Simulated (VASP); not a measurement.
The system is Rb.

```
Rb
1.0
    -2.80250    2.80250    2.80250
     2.80250   -2.80250    2.80250
     2.80250    2.80250   -2.80250
Rb
1
Direct
  0.00000 0.00000 0.00000
```

```yaml
Program: VASP 6.6.1
Task: relaxation of cell and atoms
Functional: LDA
Potentials_or_basis: VASP PAW LDA potentials, release 64 (Rb_sv)
Cutoff: 600 eV
k_mesh: 6 × 6 × 6
Occupations: gaussian, width 0.05 eV
Spin: no spin polarisation
```

At the start: pressure -0.3 GPa; volume 88.04 Å³/atom.

**Question.** Where does the relaxation end?

**Answer.** Over 4 steps the energy falls by 11.2 meV/atom and the volume is 78.81 Å³/atom (-10.5 %); space group Im-3m (No. 229, to 0.05 Å).

The path:
```tsv
step	energy change (eV)	largest force (eV/Å)	pressure (GPa)	volume (Å³)
1	0.0000	0.0000	-0.33	88.04
2	-0.0044	0.0000	-0.27	85.72
3	-0.0108	0.0000	-0.06	80.10
4	-0.0112	0.0000	-0.03	78.81
```

Final structure:
```
Rb
1.0
    -2.70090    2.70090    2.70090
     2.70090   -2.70090    2.70090
     2.70090    2.70090   -2.70090
Rb
1
Direct
  0.00000 0.00000 0.00000
```

Caveat: the volume moved by -10 % from the deposited cell, more than functionals usually miss.
